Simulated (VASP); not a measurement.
A run of VASP 6.6.1 is set up as follows.

INCAR

```
  PREC = Accurate
  ENCUT = 520
  EDIFF = 1E-7
  ISMEAR = 0
  SIGMA = 0.1
  LREAL = False
  LASPH = True
  NELM = 60
  ALGO = Fast
  ISIF = 2
  LWAVE = False
  LCHARG = False
  GGA = PS
  NBANDS = 33
```

File KPOINTS:

```
Automatic mesh
0
Gamma
  5 5 5
```

Contents of POSCAR:

```
Hf2Si
1.0
   -3.2753522240      3.2753522240      2.5828233930
    3.2753522240     -3.2753522240      2.5828233930
    3.2753522240      3.2753522240     -2.5828233930
Hf Si
4 2
Direct
    0.8435136200      0.6564863800      0.5000000000
    0.3435136200      0.8435136200      0.1870272400
    0.1564863800      0.3435136200      0.5000000000
    0.6564863800      0.1564863800      0.8129727600
    0.7500000000      0.7500000000      0.0000000000
    0.2500000000      0.2500000000      0.0000000000
```

Potentials or basis: VASP PAW PBE potentials, release 64 (Hf_pv, Si).

Command:

```sh
$ cat potpaw_PBE.64/Hf_pv/POTCAR potpaw_PBE.64/Si/POTCAR > POTCAR
$ mpirun -np 1 vasp_std > vasp.out
```

(1) Predict the pressure.

(2) Predict the band gap on the k mesh.

Answers

(1) -2.6 GPa.

(2) zero (band 24 reaches 6.53 eV, above the bottom of band 25 at 5.80 eV).

Caveat: the PAW data sets were made with another functional, which shifts forces and pressure a little; spin-orbit coupling is left out, which moves the levels of the heavy elements.
